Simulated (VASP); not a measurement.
Wanted: the native input for a VASP 6.6.1 run.

| Item | Value |
| --- | --- |
| Task | relaxation of cell and atoms |
| Functional | RPBE |
| Potentials or basis | VASP PAW PBE potentials, release 64 (Na_pv) |
| Cutoff | 600 eV |
| k mesh | 9 × 9 × 9 |
| Occupations | fermi-dirac, width 0.05 eV |
| Spin | no spin polarisation |
| Dipole correction | no |
| Further INCAR settings | ALGO = Normal; EDIFF = 1e-06; IBRION = 2; EDIFFG = -0.01; NSW = 60; ISIF = 3 |

The structure of Na lies in POSCAR:

```
Na
1.0
   -2.1410000000      2.1410000000      2.1410000000
    2.1410000000     -2.1410000000      2.1410000000
    2.1410000000      2.1410000000     -2.1410000000
Na
1
Direct
    0.0000000000      0.0000000000      0.0000000000
```

One way to write it, as run:

INCAR

```
PREC = Accurate
ENCUT = 600
EDIFF = 1E-6
ISMEAR = -1
SIGMA = 0.05
LREAL = False
LASPH = True
NELM = 80
ALGO = Normal
ISIF = 3
LWAVE = False
LCHARG = False
GGA = RP
IBRION = 2
NSW = 60
EDIFFG = -0.01
```

KPOINTS

```
Automatic mesh
0
Gamma
  9 9 9
```

Potentials or basis: VASP PAW PBE potentials, release 64 (Na_pv).

Launch:

```sh
$ cat potpaw_PBE.64/Na_pv/POTCAR > POTCAR
$ mpirun -np 1 vasp_std > vasp.out
```

It gave:

```yaml
Relaxed_volume: 39.32 Å³/atom
Relaxed_cell: a = 3.710 Å, b = 3.710 Å, c = 3.710 Å, α = 109.47°, β = 109.47°, γ = 109.47°
Space_group_after_relaxing_to_0.05_Å: Im-3m (No. 229)
Energy_gained_by_relaxing: 0.0 meV/atom
Ionic_steps: 2
Pressure_after_relaxing: 0.0 GPa
```

Caveat: the PAW data sets were made with another functional, which shifts forces and pressure a little.

It took 18 s on 1 thread of Intel Xeon 6975P-C, on a shared host, peak memory 0.16 GiB.
